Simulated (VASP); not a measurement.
Be8Se7S:

```
Be Se S
1.0
    10.18784    0.00000    0.00000
     0.00000   10.18784    0.00000
     0.00000    0.00000   10.18784
Be Se S
32 28 4
Direct
  0.99696 0.99958 0.00022
  0.00245 0.00103 0.50015
  0.00029 0.50084 0.00106
  0.99730 0.49872 0.49977
  0.49660 0.99713 0.00008
  0.49843 0.99946 0.49866
  0.49851 0.50162 0.00018
  0.49794 0.49769 0.49951
  0.24987 0.25106 0.00015
  0.25054 0.25114 0.49757
  0.24963 0.74812 0.99725
  0.24864 0.75269 0.49600
  0.75115 0.25148 0.99850
  0.75423 0.25334 0.49684
  0.74931 0.74911 0.99752
  0.74733 0.75100 0.50154
  0.24959 0.00080 0.24750
  0.24962 0.00192 0.74991
  0.24847 0.50032 0.25376
  0.25346 0.50013 0.74987
  0.74825 0.00179 0.24740
  0.75011 0.00257 0.74996
  0.74656 0.49788 0.25240
  0.74952 0.49792 0.74961
  0.99959 0.25044 0.25516
  0.00011 0.24731 0.74966
  0.99590 0.75208 0.25073
  0.99918 0.75136 0.74970
  0.50190 0.24906 0.25080
  0.49861 0.24635 0.74947
  0.49627 0.75170 0.24953
  0.50111 0.75057 0.74897
  0.12722 0.12545 0.12366
  0.12828 0.12186 0.62537
  0.12368 0.62509 0.12391
  0.12720 0.62844 0.62486
  0.62528 0.12737 0.12775
  0.62544 0.12444 0.62355
  0.62389 0.62574 0.62275
  0.37605 0.37554 0.12914
  0.37839 0.37552 0.62350
  0.37613 0.87500 0.62383
  0.87556 0.37476 0.12438
  0.87656 0.37666 0.62699
  0.87739 0.87330 0.12552
  0.87249 0.87750 0.62419
  0.37547 0.12187 0.37514
  0.37659 0.12613 0.87324
  0.37801 0.62775 0.87375
  0.87509 0.12468 0.37135
  0.87571 0.12431 0.87867
  0.87298 0.62551 0.37678
  0.87159 0.62588 0.87519
  0.12251 0.37503 0.37648
  0.12157 0.37117 0.87277
  0.13013 0.87670 0.37602
  0.12452 0.87677 0.87462
  0.62534 0.37478 0.37460
  0.62406 0.37472 0.87828
  0.62371 0.87466 0.87361
  0.62741 0.62366 0.12542
  0.37862 0.87534 0.12642
  0.36868 0.62601 0.37177
  0.62446 0.87475 0.37509
```

```yaml
Program: VASP 6.6.1
Task: relaxation of volume and atoms at fixed shape
Functional: PBEsol
Potentials_or_basis: VASP PAW PBE potentials, release 64 (Be, Se, S)
Cutoff: 500 eV
k_mesh: 1 × 1 × 1, shifted
Occupations: fermi-dirac, width 0.05 eV
Spin: no spin polarisation
```

At the start: pressure 0.5 GPa; volume 16.52 Å³/atom.

Problem. How do energy, volume and symmetry change on relaxing?

Solution. Over 10 steps the energy falls by 12.7 meV/atom and the volume is 16.56 Å³/atom (+0.3 %); space group Cm (No. 8, to 0.1 Å) before, P-43m (No. 215, to 0.1 Å).

The path:
```csv
step,energy change (eV),largest force (eV/Å),pressure (GPa),volume (Å³)
1,0.0000,0.9708,0.46,1057.42
2,-0.5349,0.5194,-0.26,1064.68
3,-0.6164,0.3858,-0.61,1068.90
4,-0.7336,0.2449,0.07,1059.57
5,-0.7544,0.2328,0.52,1053.68
6,-0.7970,0.1137,0.00,1060.26
7,-0.7984,0.1166,-0.11,1061.67
8,-0.8077,0.0483,-0.02,1060.48
9,-0.8088,0.0554,0.02,1059.90
10,-0.8107,0.0282,0.00,1060.11
```

Final structure:
```cif
data_structure
_symmetry_space_group_name_H-M 'P 1'
_symmetry_Int_Tables_number 1
_cell_length_a 10.1965
_cell_length_b 10.1965
_cell_length_c 10.1965
_cell_angle_alpha 90.000
_cell_angle_beta 90.000
_cell_angle_gamma 90.000
_cell_volume 1060.11
loop_
_atom_site_label
_atom_site_type_symbol
_atom_site_fract_x
_atom_site_fract_y
_atom_site_fract_z
_atom_site_occupancy
Be1 Be 0.99852 0.99912 0.00081 1
Be2 Be 0.00111 0.99932 0.49869 1
Be3 Be 0.00050 0.50072 0.00003 1
Be4 Be 0.99834 0.50117 0.49988 1
Be5 Be 0.49462 0.99370 0.00553 1
Be6 Be 0.50489 0.99399 0.49333 1
Be7 Be 0.50442 0.50611 0.00632 1
Be8 Be 0.49435 0.50596 0.49317 1
Be9 Be 0.25080 0.25158 0.00030 1
Be10 Be 0.25064 0.24881 0.49882 1
Be11 Be 0.25542 0.75472 0.00544 1
Be12 Be 0.25570 0.74544 0.49330 1
Be13 Be 0.74911 0.24909 0.00073 1
Be14 Be 0.74970 0.25139 0.49871 1
Be15 Be 0.74325 0.74476 0.00551 1
Be16 Be 0.74316 0.75540 0.49366 1
Be17 Be 0.25590 0.99394 0.24399 1
Be18 Be 0.25078 0.99910 0.74874 1
Be19 Be 0.25487 0.50632 0.25502 1
Be20 Be 0.25070 0.50081 0.75061 1
Be21 Be 0.74331 0.99376 0.25445 1
Be22 Be 0.74920 0.99967 0.75089 1
Be23 Be 0.74354 0.50637 0.24490 1
Be24 Be 0.74843 0.50039 0.74863 1
Be25 Be 0.99988 0.25018 0.24985 1
Be26 Be 0.00028 0.24959 0.74994 1
Be27 Be 0.99922 0.74986 0.24987 1
Be28 Be 0.99928 0.75028 0.74963 1
Be29 Be 0.49978 0.25001 0.24973 1
Be30 Be 0.50008 0.24975 0.74949 1
Be31 Be 0.49913 0.74990 0.24943 1
Be32 Be 0.49975 0.74984 0.74948 1
Se1 Se 0.12680 0.12408 0.12505 1
Se2 Se 0.12561 0.12491 0.62478 1
Se3 Se 0.12741 0.62685 0.12635 1
Se4 Se 0.12679 0.62614 0.62362 1
Se5 Se 0.62339 0.12234 0.12640 1
Se6 Se 0.62512 0.12393 0.62308 1
Se7 Se 0.62320 0.62664 0.62171 1
Se8 Se 0.37624 0.37859 0.12716 1
Se9 Se 0.37548 0.37676 0.62335 1
Se10 Se 0.37680 0.87383 0.62186 1
Se11 Se 0.87352 0.37717 0.12549 1
Se12 Se 0.87505 0.37535 0.62540 1
Se13 Se 0.87166 0.87353 0.12649 1
Se14 Se 0.87335 0.87533 0.62325 1
Se15 Se 0.37662 0.12225 0.37315 1
Se16 Se 0.37541 0.12388 0.87654 1
Se17 Se 0.37667 0.62678 0.87800 1
Se18 Se 0.87362 0.12358 0.37433 1
Se19 Se 0.87498 0.12521 0.87555 1
Se20 Se 0.87176 0.62703 0.37406 1
Se21 Se 0.87304 0.62548 0.87625 1
Se22 Se 0.12613 0.37714 0.37538 1
Se23 Se 0.12543 0.37570 0.87506 1
Se24 Se 0.12805 0.87392 0.37290 1
Se25 Se 0.12640 0.87507 0.87657 1
Se26 Se 0.62354 0.37836 0.37344 1
Se27 Se 0.62436 0.37681 0.87697 1
Se28 Se 0.62351 0.87378 0.87774 1
S1 S 0.62193 0.62830 0.12811 1
S2 S 0.37786 0.87215 0.12750 1
S3 S 0.37733 0.62835 0.37184 1
S4 S 0.62176 0.87231 0.37179 1
```

Caveat: the PAW data sets were made with another functional, which shifts forces and pressure a little.
